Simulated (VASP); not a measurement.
# BiSb (zincblende type) (F-43m) in VASP: a series of runs

BiSb (zincblende type) is run at these levels: LDA; tasks: single point.

All numbers are computed with VASP 6.6.1; they aren't measurements. Logs are shortened: lines on timing, memory, paths and dates and some standing lists are left out, and cuts for length are marked.

### Step 1. The cell of the first run

Symmetry: F-43m, No. 216, cubic system. Conventional cell: a = 6.133 Å, b = 6.133 Å, c = 6.133 Å, α = 90.00°, β = 90.00°, γ = 90.00°. Sb (site symmetry -43m) has 4 Bi at 2.66 Å within 3.5 Å. Bi (site symmetry -43m) has 4 Sb at 2.66 Å within 3.5 Å.

### Step 2. Single point, LDA

File INCAR:

```
SYSTEM = BiSb
  ALGO = Normal
  EDIFF = 1E-6
  ENCUT = 520
  GGA = CA
  ISIF = 2
  ISMEAR = -1
  LASPH = .TRUE.
  LCHARG = .FALSE.
  LREAL = .FALSE.
  LWAVE = .FALSE.
  NBANDS = 17
  NELM = 100
  PREC = Accurate
  SIGMA = 0.1
```

File KPOINTS:

```
k-points
0
G
  12 12 12
  0 0 0
```

File POSCAR:

```
BiSb
1.0
    0.0000000000      3.0665837635      3.0665837635
    3.0665837635      0.0000000000      3.0665837635
    3.0665837635      3.0665837635      0.0000000000
Sb Bi
1 1
Direct
    0.0000000000      0.0000000000      0.0000000000
    0.2500000000      0.2500000000      0.2500000000
```

Potentials or basis: VASP PAW LDA potentials, release 64 (Sb, Bi_d).

Started as:

```
$ cat potpaw_LDA.64/Sb/POTCAR potpaw_LDA.64/Bi_d/POTCAR > POTCAR
$ mpirun -np 1 vasp_std > vasp.out
```

OUTCAR:

```text
SYSTEM = BiSb
   EDIFF = 1E-6
   ENCUT = 520
   GGA = CA
   ISIF = 2
   ISMEAR = -1
   LASPH = .TRUE.
   LREAL = .FALSE.
   NELM = 100
   PREC = Accurate

 ion  position               nearest neighbor table
   1  0.000  0.000  0.000-   2 2.66   2 2.66   2 2.66   2 2.66
   2  0.250  0.250  0.250-   1 2.66   1 2.66   1 2.66   1 2.66

  LATTYP: Found a face centered cubic cell.
 ALAT       =     6.1331675270

  Lattice vectors:

 A1 = (   0.0000000000,   3.0665837635,   3.0665837635)
 A2 = (   3.0665837635,   0.0000000000,   3.0665837635)
 A3 = (   3.0665837635,   3.0665837635,   0.0000000000)

Analysis of symmetry for initial positions (statically):
=====================================================================
 Subroutine PRICEL returns:
 Original cell was already a primitive cell.

 Routine SETGRP: Setting up the symmetry group for a
 face centered cubic supercell.

 Subroutine GETGRP returns: Found 24 space group operations
 (whereof 24 operations were pure point group operations)
 out of a pool of 48 trial point group operations.

The static configuration has the point symmetry T_d .

Analysis of symmetry for dynamics (positions and initial velocities):
=====================================================================
 Subroutine PRICEL returns:
 Original cell was already a primitive cell.

 Routine SETGRP: Setting up the symmetry group for a
 face centered cubic supercell.

 Subroutine GETGRP returns: Found 24 space group operations
 (whereof 24 operations were pure point group operations)
 out of a pool of 48 trial point group operations.

The dynamic configuration has the point symmetry T_d .

 Subroutine INISYM returns: Found 24 space group operations
 (whereof 24 operations are pure point group operations),
 and found     1 'primitive' translations

----------------------------------------------------------------------------------------

                                     Primitive cell

  volume of cell :      57.6759

  direct lattice vectors                    reciprocal lattice vectors
     0.000000000  3.066583764  3.066583764    -0.163047886  0.163047886  0.163047886
     3.066583764  0.000000000  3.066583764     0.163047886 -0.163047886  0.163047886
     3.066583764  3.066583764  0.000000000     0.163047886  0.163047886 -0.163047886
[... 78 lines left out ...]
   ISPIN  =      1    spin polarized calculation?
   LNONCOLLINEAR =      F non collinear calculations
   LSORBIT =      F    spin-orbit coupling
   LASPH  =      T    aspherical Exc in radial PAW
   ENCUT  =  520.0 eV  38.22 Ry    6.18 a.u.   8.06  8.06  8.06*2*pi/ulx,y,z
   NELM   =    100;   NELMIN=  2; NELMDL= -5     # of ELM steps
   EDIFF  = 0.1E-05   stopping-criterion for ELM
   LREAL  =      F    real-space projection
   EDIFFG = 0.1E-04   stopping-criterion for IOM
   NSW    =      0    number of steps for IOM
   IBRION =     -1    ionic relax: 0-MD 1-quasi-New 2-CG
   NFREE  =      0    steps in history (QN), initial steepest desc. (CG)
   ISIF   =      2    stress and relaxation
   ISYM   =      2    0-nonsym 1-usesym 2-fastsym
   POTIM  = 0.5000    time-step for ionic-motion
   TEBEG  =    0.0;   TEEND  =   0.0 temperature during run
   PSTRESS=    0.0 pullay stress
   NELECT =      20.0000    total number of electrons
   NUPDOWN=      -1.0000    fix difference up-down
   EMIN   =  10.00;   EMAX   =-10.00  energy-range for DOS
   EFERMI =   0.00;   METHOD = LEGACY
   ISMEAR =    -1;   SIGMA  =   0.10  broadening in eV -4-tet -1-fermi 0-gaus
   EFERMI_NEDOS =   21; number of points for ismear=-14 and -15
   IALGO  =     38    algorithm
   IMIX   =      4    mixing-type and parameters
     AMIX     =   0.40;   BMIX     =  1.00
     AMIX_MAG =   1.60;   BMIX_MAG =  1.00
  volume/ion in A,a.u.               =      28.84       194.61
  Fermi-wavevector in a.u.,A,eV,Ry     =   1.150147  2.173463 17.998304  1.322838
  Thomas-Fermi vector in A             =   2.286813
   LORBIT       =      0    0 simple, 1 ext, 2 COOP (PROOUT), +10 PAW based schemes
   GGA     = CA    functional components
   LHFCALC =     F    Hartree Fock is set to
   AEXX    =    0.0000 exact exchange contribution
   IVDW    =     0    specifies the selected vdW correction
   LEPSILON=     F    determine dielectric tensor
   LRPA    =     F    only Hartree local field effects (RPA)
 non-spin polarized calculation
  energy-cutoff  :      520.00
  volume of cell :       57.68
 maximum number of plane-waves:      1588
   NGX = 17   NGY = 17   NGZ = 17

 number of electron      19.9999994 magnetization

 Free energy of the ion-electron system (eV)
  ---------------------------------------------------
  ext. energy  EPLUGINS =         0.00000000
  ---------------------------------------------------
  free energy    TOTEN  =        -6.84172845 eV

  energy without entropy =       -6.81606374  energy(sigma->0) =       -6.82889609

 E-fermi :   8.6259     XC(G=0): -10.1369

 val. band max:        8.6186521114   @ k =   0.3333   0.2500   0.0000
 cond. band min:       8.6309976145   @ k =   0.0833   0.0833   0.0000
 fundamental gap:      0.0123455031
 Fermi energy:         8.6259273868

 k-point     1 :       0.0000    0.0000    0.0000
  band No.  band energies     occupation
      1     -15.1463      2.00000
      2     -15.1463      2.00000
      3     -15.1463      2.00000
      4     -15.0483      2.00000
      5     -15.0483      2.00000
      6      -6.7554      2.00000
[... 457 lines left out ...]
      4     -15.0506      2.00000
      5     -15.0486      2.00000
      6      -4.8260      2.00000
[... 9 lines left out ...]
     16      15.4307      0.00000
     17      18.3317      0.00000

 [... further k-points ...]

------------------------ aborting loop because EDIFF is reached ----------------------------------------

  FORCE on cell =-STRESS in cart. coord.  units (eV):
  Direction    XX          YY          ZZ          XY          YZ          ZX
  --------------------------------------------------------------------------------------
  -------------------------------------------------------------------------------------
  Total       11.2901434     11.2901434     11.2901434      0.0000000     -0.0000000      0.0000000
  in kB      313.6285203    313.6285203    313.6285203      0.0000000     -0.0000000      0.0000000
  external PRESSURE =     313.6285203 kB  Pullay stress =       0.0000000 kB

 VOLUME and BASIS-vectors are now :
 -----------------------------------------------------------------------------
  energy-cutoff  :      520.00
  volume of cell :       57.68
      direct lattice vectors                 reciprocal lattice vectors
     0.000000000  3.066583764  3.066583764    -0.163047886  0.163047886  0.163047886
     3.066583764  0.000000000  3.066583764     0.163047886 -0.163047886  0.163047886
     3.066583764  3.066583764  0.000000000     0.163047886  0.163047886 -0.163047886

 POSITION                                       TOTAL-FORCE (eV/Angst)
 -----------------------------------------------------------------------------------
      0.00000      0.00000      0.00000        -0.000000      0.000000      0.000000
      1.53329      1.53329      1.53329         0.000000     -0.000000     -0.000000
 -----------------------------------------------------------------------------------
    total drift:                                0.000000      0.000000      0.000000

  FREE ENERGIE OF THE ION-ELECTRON SYSTEM (eV)
  ---------------------------------------------------
  free  energy   TOTEN  =        -6.8417284517 eV

  energy  without entropy=       -6.8160637382  energy(sigma->0) =       -6.82889609
```

OSZICAR:

```text
N       E                     dE             d eps       ncg     rms          rms(c)
DAV:   1     0.160696383425E+03    0.16070E+03   -0.98096E+03  2448   0.120E+03
DAV:   2     0.470497680878E+01   -0.15599E+03   -0.15281E+03  2819   0.325E+02
DAV:   3    -0.664119414704E+01   -0.11346E+02   -0.11244E+02  2969   0.918E+01
DAV:   4    -0.695585690572E+01   -0.31466E+00   -0.31447E+00  3109   0.170E+01
DAV:   5    -0.696868906763E+01   -0.12832E-01   -0.12832E-01  3451   0.317E+00    0.377E+00
DAV:   6    -0.687347555403E+01    0.95214E-01   -0.83244E-02  2841   0.186E+00    0.224E+00
DAV:   7    -0.684257720832E+01    0.30898E-01   -0.73342E-02  3332   0.145E+00    0.595E-01
DAV:   8    -0.684178142692E+01    0.79578E-03   -0.53184E-03  3026   0.577E-01    0.138E-01
DAV:   9    -0.684173561958E+01    0.45807E-04   -0.44356E-04  3207   0.167E-01    0.267E-02
DAV:  10    -0.684172907289E+01    0.65467E-05   -0.33267E-05  2729   0.352E-02    0.102E-02
DAV:  11    -0.684172845166E+01    0.62123E-06   -0.44901E-06  3173   0.249E-02
   1 F= -.68417285E+01 E0= -.68288961E+01  d E =-.256647E-01
```

stdout:

```text
POSCAR found type information on POSCAR SbBi
 POSCAR found :  2 types and       2 ions
 scaLAPACK will be used
 LDA part: xc-table for (Slater(with rela. corr.)+CA(PZ))
 , standard interpolation
 POSCAR, INCAR and KPOINTS ok, starting setup
 FFT: planning ... GRIDC
 FFT: planning ... GRID_SOFT
 FFT: planning ... GRID
 WAVECAR not read
 entering main loop
```

Run time: 15 s. Hardware: 1 thread of Intel Xeon 6975P-C (Granite Rapids), shared host; peak memory 0.2 GiB.

What came out:

- Free energy: -6.8417 eV
- Pressure: 31.4 GPa
- Band gap on the k mesh: zero (bands 10 and 11 overlap by 2.13 eV)

Levels at points of the mesh, in eV from the Fermi level:
```csv
k point,band 7,band 8,band 9,band 10,band 11,band 12,band 13,band 14
"(0.00, 0.00, 0.00)",-4.40,-2.22,-2.22,-2.22,0.32,0.32,0.32,3.23
"(0.50, 0.00, 0.00)",-9.97,-3.63,-3.63,-2.73,1.67,1.67,4.20,7.07
"(0.50, 0.50, 0.00)",-10.96,-5.15,-5.15,-1.35,-1.04,6.45,6.45,7.61
```

Caveat: the cell stands under pressure; spin-orbit coupling is left out, which moves the levels of the heavy elements.

### Step 3. Single point, LDA

File INCAR:

```
SYSTEM = BiSb
PREC     = Accurate       ! precision mode
ENCUT    = 520            ! plane-wave cutoff, eV
EDIFF    = 1E-6           ! SCF threshold, eV
ISMEAR   = -1             ! smearing method
SIGMA    = 0.1            ! smearing width, eV
LREAL    = .False.        ! projectors in reciprocal space
LASPH    = .True.         ! aspherical terms in the spheres
NELM     = 80             ! most SCF steps
ALGO     = Normal         ! electronic algorithm
ISIF     = 2              ! what is computed and relaxed
LWAVE    = .False.        ! write WAVECAR
LCHARG   = .True.         ! write CHGCAR
LELF     = .True.         ! ELF
LVHAR    = .True.       
NBANDS   = 17             ! bands
```

File KPOINTS:

```
regular mesh
0
Gamma
  12 12 12
  0 0 0
```

File POSCAR:

```
BiSb
1.0
    0.0000000000      3.0669080313      3.0669080313
    3.0669080313      0.0000000000      3.0669080313
    3.0669080313      3.0669080313      0.0000000000
Sb Bi
1 1
Direct
    0.0000000000      0.0000000000      0.0000000000
    0.2500000000      0.2500000000      0.2500000000
```

Potentials or basis: VASP PAW LDA potentials, release 64 (Sb, Bi_d).

Started as:

```
$ cat potpaw_LDA.64/Sb/POTCAR potpaw_LDA.64/Bi_d/POTCAR > POTCAR
$ mpirun -np 1 vasp_std > vasp.out
```

It took 17 s on 1 thread of Intel Xeon 6975P-C (Granite Rapids), shared host; peak memory 0.2 GiB.

It converged, with:

| Item | Value |
| --- | --- |
| Free energy | -6.8453 eV |
| Pressure | 31.3 GPa |
| Band gap on the k mesh | zero (bands 10 and 11 overlap by 2.12 eV) |

Levels at points of the mesh, in eV from the Fermi level:
| k point | band 8 | band 9 | band 10 | band 11 | band 12 | band 13 |
| --- | --- | --- | --- | --- | --- | --- |
| (0.00, 0.00, 0.00) | -2.22 | -2.22 | -2.22 | 0.32 | 0.32 | 0.32 |
| (0.50, 0.00, 0.00) | -3.63 | -3.63 | -2.73 | 1.67 | 1.67 | 4.20 |
| (0.50, 0.50, 0.00) | -5.15 | -5.15 | -1.35 | -1.04 | 6.45 | 6.45 |

Caveat: the cell stands under pressure; spin-orbit coupling is left out, which moves the levels of the heavy elements.
